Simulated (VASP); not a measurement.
# Cr5Ru (F-43m) in VASP: further runs

The runs below take Cr5Ru through relaxation of cell and atoms, with PBE.

All numbers are computed with VASP 6.6.1; they aren't measurements. Logs are shortened: lines on timing, memory, paths and dates and some standing lists are left out, and cuts for length are marked.

## 1. The cell of the first run

It takes space group F-43m (No. 216, cubic). Conventional cell: a = 6.479 Å, b = 6.479 Å, c = 6.479 Å, α = 90.00°, β = 90.00°, γ = 90.00°. Within 3.0 Å of Cr (site symmetry 3m) lie 9 Cr at 2.29 to 2.69 Å and 3 Ru at 2.69 Å. Within 3.5 Å of Cr (site symmetry -43m) lie 12 Cr at 2.69 Å and 4 Ru at 2.81 Å. Ru (site symmetry -43m) has 16 Cr at 2.69 to 2.81 Å within 3.5 Å.

## 2. Relaxation of cell and atoms, PBE

The input, INCAR:

```
SYSTEM = Cr5Ru
PREC = Accurate
ENCUT = 600
EDIFF = 1E-7
ISMEAR = -1
SIGMA = 0.1
LREAL = .False.
LASPH = .True.
NELM = 80
ALGO = Normal
ISIF = 3
LWAVE = .False.
LCHARG = .False.
GGA = PE
IBRION = 2
NSW = 60
EDIFFG = -0.01
```

The input, KPOINTS:

```
Automatic mesh
0
Gamma
  5 5 5
  0 0 0
```

The input, POSCAR:

```
Cr5Ru
1.0
    0.0000000000      3.2395120000      3.2395120000
    3.2395120000      0.0000000000      3.2395120000
    3.2395120000      3.2395120000      0.0000000000
Cr Ru
5 1
Direct
    0.6250000000      0.6250000000      0.6250000000
    0.1250000000      0.6250000000      0.6250000000
    0.6250000000      0.6250000000      0.1250000000
    0.6250000000      0.1250000000      0.6250000000
    0.2500000000      0.2500000000      0.2500000000
    0.0000000000      0.0000000000      0.0000000000
```

Potentials or basis: VASP PAW PBE potentials, release 64 (Cr_pv, Ru_pv).

Started as:

```
$ cat potpaw_PBE.64/Cr_pv/POTCAR potpaw_PBE.64/Ru_pv/POTCAR > POTCAR
$ mpirun -np 1 vasp_std > vasp.out
```

OUTCAR:

```text
SYSTEM = Cr5Ru
   PREC = Accurate
   ENCUT = 600
   EDIFF = 1E-7
   ISMEAR = -1
   LREAL = .False.
   LASPH = .True.
   NELM = 80
   ISIF = 3
   GGA = PE
   IBRION = 2
   NSW = 60
   EDIFFG = -0.01

 ion  position               nearest neighbor table
   1  0.625  0.625  0.625-   2 2.29   3 2.29   4 2.29   3 2.29   4 2.29   2 2.29   5 2.69   6 2.69
                             5 2.69   6 2.69   5 2.69   6 2.69
   2  0.125  0.625  0.625-   1 2.29   3 2.29   4 2.29   1 2.29   3 2.29   4 2.29   6 2.69   5 2.69
                             6 2.69   5 2.69   6 2.69   5 2.69
   3  0.625  0.625  0.125-   1 2.29   1 2.29   2 2.29   4 2.29   4 2.29   2 2.29   5 2.69   5 2.69
                             6 2.69   6 2.69   5 2.69   6 2.69
   4  0.625  0.125  0.625-   1 2.29   3 2.29   1 2.29   2 2.29   3 2.29   2 2.29   6 2.69   5 2.69
                             5 2.69   6 2.69   5 2.69   6 2.69
   5  0.250  0.250  0.250-   1 2.69   1 2.69   4 2.69   1 2.69   2 2.69   4 2.69   2 2.69   2 2.69
                             3 2.69   3 2.69   3 2.69   4 2.69   6 2.81   6 2.81   6 2.81   6 2.81
   6  0.000  0.000  0.000-   1 2.69   1 2.69   4 2.69   3 2.69   2 2.69   3 2.69   1 2.69   2 2.69
                             4 2.69   2 2.69   3 2.69   4 2.69   5 2.81   5 2.81   5 2.81   5 2.81

  LATTYP: Found a face centered cubic cell.
 ALAT       =     6.4790240000

  Lattice vectors:

 A1 = (   0.0000000000,   3.2395120000,   3.2395120000)
 A2 = (   3.2395120000,   0.0000000000,   3.2395120000)
 A3 = (   3.2395120000,   3.2395120000,   0.0000000000)

Analysis of symmetry for initial positions (statically):
=====================================================================
 Subroutine PRICEL returns:
 Original cell was already a primitive cell.

 Routine SETGRP: Setting up the symmetry group for a
 face centered cubic supercell.

 Subroutine GETGRP returns: Found 24 space group operations
 (whereof 24 operations were pure point group operations)
 out of a pool of 48 trial point group operations.

The static configuration has the point symmetry T_d .

Analysis of symmetry for dynamics (positions and initial velocities):
=====================================================================
 Subroutine PRICEL returns:
 Original cell was already a primitive cell.

 Routine SETGRP: Setting up the symmetry group for a
 face centered cubic supercell.

 Subroutine GETGRP returns: Found 24 space group operations
 (whereof 24 operations were pure point group operations)
 out of a pool of 48 trial point group operations.

The dynamic configuration has the point symmetry T_d .

 Subroutine INISYM returns: Found 24 space group operations
 (whereof 24 operations are pure point group operations),
 and found     1 'primitive' translations

----------------------------------------------------------------------------------------

                                     Primitive cell

  volume of cell :      67.9937

  direct lattice vectors                    reciprocal lattice vectors
     0.000000000  3.239512000  3.239512000    -0.154344235  0.154344235  0.154344235
     3.239512000  0.000000000  3.239512000     0.154344235 -0.154344235  0.154344235
     3.239512000  3.239512000  0.000000000     0.154344235  0.154344235 -0.154344235

  length of vectors
     4.581361806  4.581361806  4.581361806     0.267332056  0.267332056  0.267332056

  position of ions in fractional coordinates (direct lattice)
     0.625000000  0.625000000  0.625000000
     0.125000000  0.625000000  0.625000000
     0.625000000  0.625000000  0.125000000
     0.625000000  0.125000000  0.625000000
     0.250000000  0.250000000  0.250000000
     0.000000000  0.000000000  0.000000000

  ion indices of the primitive-cell ions
   primitive index   ion index
                 1           1
                 2           2
                 3           3
                 4           4
                 5           5
                 6           6

----------------------------------------------------------------------------------------

 KPOINTS: Automatic mesh

Automatic generation of k-mesh.
 Grid dimensions read from file:
 generate k-points for:    5    5    5

 Generating k-lattice:

  Cartesian coordinates                     Fractional coordinates (reciprocal lattice)
    -0.030868847  0.030868847  0.030868847     0.200000000  0.000000000  0.000000000
     0.030868847 -0.030868847  0.030868847     0.000000000  0.200000000  0.000000000
     0.030868847  0.030868847 -0.030868847     0.000000000  0.000000000  0.200000000

  Length of vectors
     0.053466411  0.053466411  0.053466411

  Shift w.r.t. Gamma in fractional coordinates (k-lattice)
     0.000000000  0.000000000  0.000000000

 Subroutine IBZKPT returns following result:
 ===========================================

 Found     10 irreducible k-points:

 Following reciprocal coordinates:
            Coordinates               Weight
  0.000000  0.000000  0.000000      1.000000
  0.200000  0.000000  0.000000      8.000000
  0.400000  0.000000  0.000000      8.000000
  0.200000  0.200000  0.000000      6.000000
  0.400000  0.200000  0.000000     24.000000
 -0.400000  0.200000  0.000000     24.000000
 -0.200000  0.200000  0.000000     12.000000
  0.400000  0.400000  0.000000      6.000000
 -0.400000  0.400000  0.000000     12.000000
 -0.400000  0.400000  0.200000     24.000000
   k-points           NKPTS =     10   k-points in BZ     NKDIM =     10   number of bands    NBANDS=     44
   number of dos      NEDOS =    301   number of ions     NIONS =      6
   total plane-waves  NPLWV =  64000
   dimension x,y,z NGX =    40 NGY =   40 NGZ =   40
   dimension x,y,z NGXF=    80 NGYF=   80 NGZF=   80
   ions per type =               5   1
   NGX,Y,Z   is equivalent  to a cutoff of  14.51, 14.51, 14.51 a.u.
   NGXF,Y,Z  is equivalent  to a cutoff of  29.03, 29.03, 29.03 a.u.
 SYSTEM =  Cr5Ru
   PREC   = accura    normal or accurate (medium, high low for compatibility)
   ISTART =      0    job   : 0-new  1-cont  2-samecut
   ICHARG =      2    charge: 1-file 2-atom 10-const
   ISPIN  =      1    spin polarized calculation?
   LNONCOLLINEAR =      F non collinear calculations
   LSORBIT =      F    spin-orbit coupling
   LASPH  =      T    aspherical Exc in radial PAW
   ENCUT  =  600.0 eV  44.10 Ry    6.64 a.u.   9.15  9.15  9.15*2*pi/ulx,y,z
   NELM   =     80;   NELMIN=  2; NELMDL= -5     # of ELM steps
   EDIFF  = 0.1E-06   stopping-criterion for ELM
   LREAL  =      F    real-space projection
   EDIFFG = -.1E-01   stopping-criterion for IOM
   NSW    =     60    number of steps for IOM
   IBRION =      2    ionic relax: 0-MD 1-quasi-New 2-CG
   NFREE  =      1    steps in history (QN), initial steepest desc. (CG)
   ISIF   =      3    stress and relaxation
   ISYM   =      2    0-nonsym 1-usesym 2-fastsym
   POTIM  = 0.5000    time-step for ionic-motion
   TEBEG  =    0.0;   TEEND  =   0.0 temperature during run
   PSTRESS=    0.0 pullay stress
   NELECT =      74.0000    total number of electrons
   NUPDOWN=      -1.0000    fix difference up-down
   EMIN   =  10.00;   EMAX   =-10.00  energy-range for DOS
   EFERMI =   0.00;   METHOD = LEGACY
   ISMEAR =    -1;   SIGMA  =   0.10  broadening in eV -4-tet -1-fermi 0-gaus
   EFERMI_NEDOS =   21; number of points for ismear=-14 and -15
   IALGO  =     38    algorithm
   IMIX   =      4    mixing-type and parameters
     AMIX     =   0.40;   BMIX     =  1.00
     AMIX_MAG =   1.60;   BMIX_MAG =  1.00
  volume/ion in A,a.u.               =      11.33        76.47
  Fermi-wavevector in a.u.,A,eV,Ry     =   1.683950  3.182204 38.581864  2.835687
  Thomas-Fermi vector in A             =   2.767059
   LORBIT       =      0    0 simple, 1 ext, 2 COOP (PROOUT), +10 PAW based schemes
   GGA     = PE    functional components
   LHFCALC =     F    Hartree Fock is set to
   AEXX    =    0.0000 exact exchange contribution
   IVDW    =     0    specifies the selected vdW correction
   LEPSILON=     F    determine dielectric tensor
   LRPA    =     F    only Hartree local field effects (RPA)
 conjugate gradient relaxation of ions
 non-spin polarized calculation
  energy-cutoff  :      600.00
  volume of cell :       67.99
 maximum number of plane-waves:      2288
 NGX is ok and might be reduce to    40
   NGX = 19   NGY = 19   NGZ = 19

--------------------------------------- Ionic step        1  -------------------------------------------

 number of electron      74.0000005 magnetization

 Free energy of the ion-electron system (eV)
  ---------------------------------------------------
  ext. energy  EPLUGINS =         0.00000000
  ---------------------------------------------------
  free energy    TOTEN  =       -55.56341200 eV

  energy without entropy =      -55.28258679  energy(sigma->0) =      -55.42299939

------------------------ aborting loop because EDIFF is reached ----------------------------------------

  FORCE on cell =-STRESS in cart. coord.  units (eV):
  Direction    XX          YY          ZZ          XY          YZ          ZX
  --------------------------------------------------------------------------------------
  -------------------------------------------------------------------------------------
  Total        9.3385928      9.3385928      9.3385928      0.0000000      0.0000000      0.0000000
  in kB      220.0509492    220.0509492    220.0509492      0.0000000      0.0000000      0.0000000
  external PRESSURE =     220.0509492 kB  Pullay stress =       0.0000000 kB
[... 25 lines left out ...]
  energy  without entropy=      -55.2825867905  energy(sigma->0) =      -55.42299939

--------------------------------------- Ionic step        2  -------------------------------------------

 number of electron      73.9999997 magnetization

 E-fermi :   8.7887     XC(G=0): -12.7593

 val. band max:        8.7831492467   @ k =  -0.4000   0.2000   0.0000
 cond. band min:       8.8125034879   @ k =   0.4000   0.0000   0.0000
 fundamental gap:      0.0293542412
 Fermi energy:         8.7887241616

 k-point     1 :       0.0000    0.0000    0.0000
  band No.  band energies     occupation
      1     -34.7893      2.00000
      2     -34.4327      2.00000
      3     -34.4327      2.00000
      4     -34.4327      2.00000
      5     -34.2884      2.00000
      6     -34.2884      2.00000
[... 736 lines left out ...]
  energy  without entropy=      -55.6239400486  energy(sigma->0) =      -55.77042574

--------------------------------------- Ionic step        9  -------------------------------------------

 number of electron      73.9999996 magnetization

 Free energy of the ion-electron system (eV)
  ---------------------------------------------------
  ext. energy  EPLUGINS =         0.00000000
  ---------------------------------------------------
  free energy    TOTEN  =       -55.91700478 eV

  energy without entropy =      -55.62428263  energy(sigma->0) =      -55.77064370

 E-fermi :  10.7107     XC(G=0): -13.5703

 val. band max:       10.6889915385   @ k =   0.4000   0.0000   0.0000
 cond. band min:      10.7220545741   @ k =   0.2000   0.0000   0.0000
 fundamental gap:      0.0330630356
 Fermi energy:        10.7107391724

 k-point     1 :       0.0000    0.0000    0.0000
  band No.  band energies     occupation
      1     -33.2003      2.00000
      2     -32.6168      2.00000
      3     -32.6168      2.00000
      4     -32.6168      2.00000
      5     -32.3692      2.00000
      6     -32.3692      2.00000
[... 492 lines left out ...]
  FREE ENERGIE OF THE ION-ELECTRON SYSTEM (eV)
  ---------------------------------------------------
  free  energy   TOTEN  =       -55.9170047752 eV

  energy  without entropy=      -55.6242826302  energy(sigma->0) =      -55.77064370

 reached required accuracy - stopping structural energy minimisation
```

Wall time 7.1 min (1 thread of Intel Xeon Platinum 8259CL at 2.50GHz (Skylake/Cascade Lake), shared host); peak memory 0.26 GiB.

Results:

* Free energy: -55.9170 eV
* Relaxed volume: 12.21 Å³/atom
* Relaxed cell: a = 4.697 Å, b = 4.697 Å, c = 4.697 Å, α = 60.00°, β = 60.00°, γ = 60.00°
* Space group after relaxing (to 0.1 Å): F-43m (No. 216)
* Energy gained by relaxing: 58.9 meV/atom
* Ionic steps: 9
* Pressure after relaxing: 0.0 GPa
* Band gap on the k mesh: zero (bands 37 and 38 overlap by 0.14 eV)

The path:
| step | energy change (eV) | largest force (eV/Å) | pressure (GPa) | volume (Å³) |
| --- | --- | --- | --- | --- |
| 1 | 0.0000 | 0.6144 | 22.01 | 67.99 |
| 2 | 0.6892 | 0.3517 | -25.77 | 84.49 |
| 3 | -0.3528 | 0.0297 | -0.92 | 73.55 |
| 4 | -0.3535 | 0.0455 | -0.15 | 73.32 |
| 5 | -0.3534 | 0.0532 | 0.23 | 73.21 |
| 6 | -0.3535 | 0.0214 | 0.33 | 73.18 |
| 7 | -0.3535 | 0.0075 | 0.28 | 73.20 |
| 8 | -0.3535 | 0.0038 | -0.32 | 73.37 |
| 9 | -0.3536 | 0.0020 | 0.00 | 73.28 |

Final structure:
```yaml
crystal:
  lattice:
    - [0.00000, 3.32141, 3.32141]
    - [3.32141, 0.00000, 3.32141]
    - [3.32141, 3.32141, 0.00000]
  atoms:
    - { symbol: Cr, position: [0.62389, 0.62389, 0.62389] }
    - { symbol: Cr, position: [0.12834, 0.62389, 0.62389] }
    - { symbol: Cr, position: [0.62389, 0.62389, 0.12834] }
    - { symbol: Cr, position: [0.62389, 0.12834, 0.62389] }
    - { symbol: Cr, position: [0.25000, 0.25000, 0.25000] }
    - { symbol: Ru, position: [0.00000, 0.00000, 0.00000] }
```

Levels at points of the mesh, in eV from the Fermi level:
| k point | band 33 | band 34 | band 35 | band 36 | band 37 | band 38 | band 39 | band 40 | band 41 | band 42 |
| --- | --- | --- | --- | --- | --- | --- | --- | --- | --- | --- |
| (0.00, 0.00, 0.00) | -1.42 | -0.26 | -0.26 | -0.26 | 0.10 | 0.10 | 1.27 | 1.27 | 1.27 | 1.96 |

Caveat: the run has no spin polarisation, though such a crystal can be magnetic. Spin polarisation is off, so any magnetic state and its effect on volume and gap are missing.

## 3. Relaxation of cell and atoms, PBE

The input, INCAR:

```
ALGO = Normal ; EDIFF = 1E-6
EDIFFG = -0.01 ; ENCUT = 600
GGA = PE ; IBRION = 2
ISIF = 3 ; ISMEAR = -1
LASPH = True ; LCHARG = False
LREAL = False ; LWAVE = False
NELM = 80 ; NSW = 60
PREC = Accurate ; SIGMA = 0.1
```

The input, KPOINTS:

```
k-points
0
Gamma
  5 5 5
```

POSCAR is that of step 2.

Potentials or basis: VASP PAW PBE potentials, release 64 (Cr_pv, Ru_pv).

Started as:

```
$ cat potpaw_PBE.64/Cr_pv/POTCAR potpaw_PBE.64/Ru_pv/POTCAR > POTCAR
$ mpirun -np 1 vasp_std > vasp.out
```

OUTCAR:

```text
EDIFF = 1E-6
   EDIFFG = -0.01
   ENCUT = 600
   GGA = PE
   IBRION = 2
   ISIF = 3
   ISMEAR = -1
   LASPH = True
   LREAL = False
   NELM = 80
   NSW = 60
   PREC = Accurate

 ion  position               nearest neighbor table
   1  0.625  0.625  0.625-   2 2.29   3 2.29   4 2.29   3 2.29   4 2.29   2 2.29   5 2.69   6 2.69
                             5 2.69   6 2.69   5 2.69   6 2.69
   2  0.125  0.625  0.625-   1 2.29   3 2.29   4 2.29   1 2.29   3 2.29   4 2.29   6 2.69   5 2.69
                             6 2.69   5 2.69   6 2.69   5 2.69
   3  0.625  0.625  0.125-   1 2.29   1 2.29   2 2.29   4 2.29   4 2.29   2 2.29   5 2.69   5 2.69
                             6 2.69   6 2.69   5 2.69   6 2.69
   4  0.625  0.125  0.625-   1 2.29   3 2.29   1 2.29   2 2.29   3 2.29   2 2.29   6 2.69   5 2.69
                             5 2.69   6 2.69   5 2.69   6 2.69
   5  0.250  0.250  0.250-   1 2.69   1 2.69   4 2.69   1 2.69   2 2.69   4 2.69   2 2.69   2 2.69
                             3 2.69   3 2.69   3 2.69   4 2.69   6 2.81   6 2.81   6 2.81   6 2.81
   6  0.000  0.000  0.000-   1 2.69   1 2.69   4 2.69   3 2.69   2 2.69   3 2.69   1 2.69   2 2.69
                             4 2.69   2 2.69   3 2.69   4 2.69   5 2.81   5 2.81   5 2.81   5 2.81

[... 231 lines left out ...]
      4     -34.4316      2.00000
      5     -34.2872      2.00000
      6     -34.2872      2.00000
[... 738 lines left out ...]
--------------------------------------- Ionic step        9  -------------------------------------------

 number of electron      73.9999996 magnetization

 Free energy of the ion-electron system (eV)
  ---------------------------------------------------
  ext. energy  EPLUGINS =         0.00000000
  ---------------------------------------------------
  free energy    TOTEN  =       -55.91700444 eV

  energy without entropy =      -55.62436080  energy(sigma->0) =      -55.77068262

 E-fermi :  10.7116     XC(G=0): -13.5706

 val. band max:       10.6898263045   @ k =   0.4000   0.0000   0.0000
 cond. band min:      10.7230405940   @ k =   0.2000   0.0000   0.0000
 fundamental gap:      0.0332142895
 Fermi energy:        10.7116483840

 k-point     1 :       0.0000    0.0000    0.0000
  band No.  band energies     occupation
      1     -33.1996      2.00000
      2     -32.6160      2.00000
      3     -32.6160      2.00000
      4     -32.6160      2.00000
      5     -32.3683      2.00000
      6     -32.3683      2.00000
[... 492 lines left out ...]
  FREE ENERGIE OF THE ION-ELECTRON SYSTEM (eV)
  ---------------------------------------------------
  free  energy   TOTEN  =       -55.9170044449 eV

  energy  without entropy=      -55.6243608001  energy(sigma->0) =      -55.77068262

 reached required accuracy - stopping structural energy minimisation
```

CONTCAR:

```text
Cr5Ru
   1.00000000000000
     0.0000000000000000    3.3213324055999776    3.3213324055999776
     3.3213324055999776   -0.0000000000000000    3.3213324055999776
     3.3213324055999776    3.3213324055999776   -0.0000000000000000
  Cr              Ru
     5     1
Direct
     0.6238768296663689    0.6238768296663689    0.6238768296663689
     0.1283695110008928    0.6238768296663689    0.6238768296663689
     0.6238768296663689    0.6238768296663689    0.1283695110008928
     0.6238768296663689    0.1283695110008928    0.6238768296663689
     0.2500000000000000    0.2500000000000000    0.2500000000000000
     0.0000000000000000    0.0000000000000000    0.0000000000000000

  0.00000000E+00  0.00000000E+00  0.00000000E+00
  0.00000000E+00  0.00000000E+00  0.00000000E+00
  0.00000000E+00  0.00000000E+00  0.00000000E+00
  0.00000000E+00  0.00000000E+00  0.00000000E+00
  0.00000000E+00  0.00000000E+00  0.00000000E+00
  0.00000000E+00  0.00000000E+00  0.00000000E+00
```

Wall time 5.8 min (1 thread of Intel Xeon Platinum 8259CL at 2.50GHz (Skylake/Cascade Lake), shared host); peak memory 0.26 GiB.

Results:

* Free energy: -55.9170 eV
* Relaxed volume: 12.21 Å³/atom
* Relaxed cell: a = 4.697 Å, b = 4.697 Å, c = 4.697 Å, α = 60.00°, β = 60.00°, γ = 60.00°
* Space group after relaxing (to 0.1 Å): F-43m (No. 216)
* Energy gained by relaxing: 58.9 meV/atom
* Ionic steps: 9
* Pressure after relaxing: 0.0 GPa
* Band gap on the k mesh: zero (bands 37 and 38 overlap by 0.14 eV)

Step by step:
```csv
step,energy change (eV),largest force (eV/Å),pressure (GPa),volume (Å³)
1,0.0000,0.6144,22.00,67.99
2,0.6880,0.3522,-25.76,84.48
3,-0.3528,0.0293,-0.90,73.55
4,-0.3535,0.0451,-0.17,73.33
5,-0.3534,0.0532,0.16,73.22
6,-0.3535,0.0256,0.36,73.18
7,-0.3535,0.0058,0.29,73.20
8,-0.3535,0.0158,-0.30,73.37
9,-0.3536,0.0031,0.01,73.28
```

Final structure:
```yaml
crystal:
  lattice:
    - [0.00000, 3.32133, 3.32133]
    - [3.32133, 0.00000, 3.32133]
    - [3.32133, 3.32133, 0.00000]
  atoms:
    - { symbol: Cr, position: [0.62388, 0.62388, 0.62388] }
    - { symbol: Cr, position: [0.12837, 0.62388, 0.62388] }
    - { symbol: Cr, position: [0.62388, 0.62388, 0.12837] }
    - { symbol: Cr, position: [0.62388, 0.12837, 0.62388] }
    - { symbol: Cr, position: [0.25000, 0.25000, 0.25000] }
    - { symbol: Ru, position: [0.00000, 0.00000, 0.00000] }
```

Caveat: the run has no spin polarisation, though such a crystal can be magnetic. Spin polarisation is off, so any magnetic state and its effect on volume and gap are missing.
